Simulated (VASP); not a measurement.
Input of a VASP 6.6.1 run:

Contents of POSCAR:

```
MgS
1.0
    3.9912606827      0.0000000000      0.0000000000
   -1.9956303413      3.4565331443      0.0000000000
    0.0000000000      0.0000000000     12.9118540139
Mg S
4 4
Direct
    0.6666666667      0.3333333333      0.0382491724
    0.0000000000      0.0000000000      0.2873297322
    0.0000000000      0.0000000000      0.7873297322
    0.3333333333      0.6666666667      0.5382491724
    0.6666666667      0.3333333333      0.2268815989
    0.0000000000      0.0000000000      0.9765035366
    0.0000000000      0.0000000000      0.4765035366
    0.3333333333      0.6666666667      0.7268815989
```

The input INCAR.step1:

```
SYSTEM = MgS
ALGO = Normal
EDIFF = 1E-6
ENCUT = 520
GGA = PE
ISIF = 2
ISMEAR = 0
IVDW = 12
LASPH = .True.
LCHARG = .True.
LREAL = .False.
LWAVE = .False.
NBANDS = 26
NELM = 80
PREC = Accurate
SIGMA = 0.02
```

Contents of KPOINTS.step1:

```
k-points
0
Gamma
  6 6 2
  0 0 0
```

File INCAR.step2:

```
SYSTEM = MgS
ALGO = Normal
EDIFF = 1E-6
ENCUT = 520
GGA = PE
ICHARG = 11
ISIF = 2
ISMEAR = -5
IVDW = 12
LASPH = .True.
LCHARG = .False.
LORBIT = 10
LREAL = .False.
LWAVE = .False.
NBANDS = 26
NEDOS = 2001
NELM = 80
PREC = Accurate
SIGMA = 0.02
```

File KPOINTS.step2:

```
k-points
0
Gamma
  9 9 3
  0 0 0
```

Potentials or basis: VASP PAW PBE potentials, release 64 (Mg, S).

The run is started by

```console
$ cat potpaw_PBE.64/Mg/POTCAR potpaw_PBE.64/S/POTCAR > POTCAR
$ cp INCAR.step1 INCAR
$ cp KPOINTS.step1 KPOINTS
$ mpirun -np 1 vasp_std > vasp.out
$ cp INCAR.step2 INCAR
$ cp KPOINTS.step2 KPOINTS
$ mpirun -np 1 vasp_std > vasp.out
```

Estimate the dispersion energy per atom.

-0.276 eV.
